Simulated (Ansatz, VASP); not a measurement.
## Sc2AlAs3 in VASP and in Ansatz

```
Sc Al As
1.0
     5.05104    0.00000    0.00000
    -2.52552    4.37433    0.00000
     0.00000    0.00000    5.48981
Sc Al As
2 1 3
Direct
  0.33333 0.66667 0.00000
  0.66667 0.33333 0.00000
  0.00000 0.00000 0.50000
  0.33333 0.66667 0.50000
  0.66667 0.33333 0.50000
  0.00000 0.00000 0.00000
```

Alike in both runs: functional PBE; k mesh 6 × 6 × 4; occupations gaussian, width 0.1 eV; no spin polarisation.

Ansatz relaxed the structure, and its values are those at the end. VASP's run is a single point on that final structure, the one shown.

|  | VASP | Ansatz |
| --- | --- | --- |
| version | VASP 6.6.1 | Ansatz 0.2.0 |
| potentials or method | VASP PAW PBE potentials, release 64 (Sc_sv, Al, As), cutoff 520 eV | scalar-relativistic, plane waves, PAW |
| valence electrons in the cell | 40 | 70 |

|  | VASP | Ansatz | Ansatz less VASP |
| --- | --- | --- | --- |
| gap on the k mesh at the Fermi level (eV) | none | none | - |
| pressure (GPa) | 0.2 | 0.0 | -0.17 |

A gap of «none» marks a metal or a gap that the smearing closes. VASP's potentials hold 40 valence electrons a cell and Ansatz's 70, so a difference there can come from the potentials and not from the codes.
